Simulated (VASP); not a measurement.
Crystal: Al2P3.

```
Al P
1.0
     3.34142    0.00000    0.00000
     0.00000    3.34142    0.00000
     0.00000    0.00000    7.42574
Al P
2 3
Direct
  0.00000 0.00000 0.69813
  0.00000 0.00000 0.30187
  0.50000 0.50000 0.84183
  0.50000 0.50000 0.15817
  0.50000 0.50000 0.50000
```

* Program: VASP 6.6.1
* Task: relaxation of cell and atoms
* Functional: PBE
* Potentials or basis: VASP PAW PBE potentials, release 64 (Al, P)
* Cutoff: 600 eV
* k mesh: 6 × 6 × 4
* Occupations: gaussian, width 0.1 eV
* Spin: no spin polarisation

At the start: pressure 0.1 GPa; volume 16.58 Å³/atom.

Q: Where does the relaxation end?

A: Over 9 steps the energy falls by 5.5 meV/atom and the volume is 16.67 Å³/atom (+0.5 %); space group P4/mmm (No. 123, to 0.05 Å).

The path:
```
step  energy change (eV)  largest force (eV/Å)  pressure (GPa)  volume (Å³)
   1              0.0000                0.3748            0.07        82.91
   2             -0.0128                0.2375            0.08        83.00
   3             -0.0153                0.1553            0.11        83.06
   4             -0.0241                0.0870           -0.05        83.27
   5             -0.0259                0.0765           -0.14        83.41
   6             -0.0259                0.0817           -0.14        83.43
   7             -0.0270                0.0609            0.05        83.23
   8             -0.0273                0.0427            0.22        83.07
   9             -0.0276                0.0126           -0.11        83.35
```

Final structure:
```
Al P
1.0
     3.35022    0.00000    0.00000
     0.00000    3.35022    0.00000
     0.00000    0.00000    7.42570
Al P
2 3
Direct
  0.00000 0.00000 0.70912
  0.00000 0.00000 0.29088
  0.50000 0.50000 0.84143
  0.50000 0.50000 0.15857
  0.50000 0.50000 0.50000
```
